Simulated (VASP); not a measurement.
# Sr: electric field gradients with LDA

Crystal: Sr.

```xyz
2
Lattice="4.2238 0.0000 0.0000 -2.1119 3.6579 0.0000 0.0000 0.0000 7.0500" Properties=species:S:1:pos:R:3 pbc="T T T"
Sr    0.0000    2.4386    1.7625
Sr    2.1119    1.2193    5.2875
```

This cell differs from its parent crystal: equal xx and yy strain of -2 %.

```
Program                : VASP 6.6.1
Task                   : electric field gradients
Functional             : LDA
Potentials or basis    : VASP PAW LDA potentials, release 64 (Sr_sv)
Cutoff                 : 520 eV
k mesh                 : 10 × 10 × 5
Occupations            : fermi-dirac, width 0.08 eV
Spin                   : no spin polarisation
Dipole correction      : no
Further INCAR settings : ALGO = Normal; EDIFF = 1e-08; NBANDS = 17
```

```
Pressure               : -1.2 GPa
Band gap on the k mesh : zero (band 10 reaches 1.59 eV, above the bottom of band 11 at 1.45 eV)
```

Stress tensor (GPa, compression positive):
```
-1.10  0.00  0.00
 0.00 -1.10  0.00
 0.00  0.00 -1.43
```

Levels at points of the mesh, in eV from the Fermi level:
| k point | band 8 | band 9 | band 10 | band 11 | band 12 | band 13 |
| --- | --- | --- | --- | --- | --- | --- |
| (0.00, 0.00, 0.00) | -18.41 | -3.67 | -1.25 | 0.07 | 2.11 | 2.25 |
| (0.50, 0.00, 0.00) | -18.45 | -1.11 | -0.50 | 0.04 | 0.24 | 1.27 |

Electric field gradients, principal values (V/Å²):
| atom | least | middle | greatest (by size) |
| --- | --- | --- | --- |
| 1 Sr | 3.447 | 3.447 | -6.894 |
| 2 Sr | 3.447 | 3.447 | -6.894 |

It took 92 s on 1 thread of Oxide Virtual Turin-like Processor, on a shared host, peak memory 0.19 GiB.

Caveat: the cell differs from its parent crystal (equal xx and yy strain of -2 %); without QUAD_EFG the Cq values of the log hold for a quadrupole moment of 1 mb, not for the nuclei.
